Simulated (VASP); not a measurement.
Here is a VASP 6.6.1 calculation.

The input INCAR:

```
SYSTEM = SrO
  PREC = Accurate
  ENCUT = 520
  EDIFF = 1E-6
  ISMEAR = 0
  SIGMA = 0.05
  LREAL = .False.
  LASPH = .True.
  NELM = 60
  ALGO = Normal
  ISIF = 2
  LWAVE = .False.
  LCHARG = .False.
  GGA = PS
  NBANDS = 15
```

KPOINTS

```
regular mesh
0
Gamma
  10 10 10
  0 0 0
```

File POSCAR:

```
SrO
1.0
    3.5271993275      0.0000000000      0.0000000000
   -1.7635996637      3.0546442218      0.0000000000
    0.0000000000      0.0000000000      3.1934150061
Sr O
1 1
Direct
    0.0000000000      0.0000000000      0.0000000000
    0.6666666667      0.3333333333      0.5000000000
```

Potentials or basis: VASP PAW PBE potentials, release 64 (Sr_sv, O).

Command:

```sh
$ cat potpaw_PBE.64/Sr_sv/POTCAR potpaw_PBE.64/O/POTCAR > POTCAR
$ mpirun -np 1 vasp_std > vasp.out
```

**Question.** Predict the band gap on the k mesh.

**Answer.** 2.69 eV, direct.

**Question.** Predict the pressure.

**Answer.** -2.6 GPa.

Stress tensor (GPa, compression positive):
```
-2.60  0.00  0.00
 0.00 -2.60  0.00
 0.00  0.00 -2.49
```

Caveat: the PAW data sets were made with another functional, which shifts forces and pressure a little. A k mesh can miss the band edges.
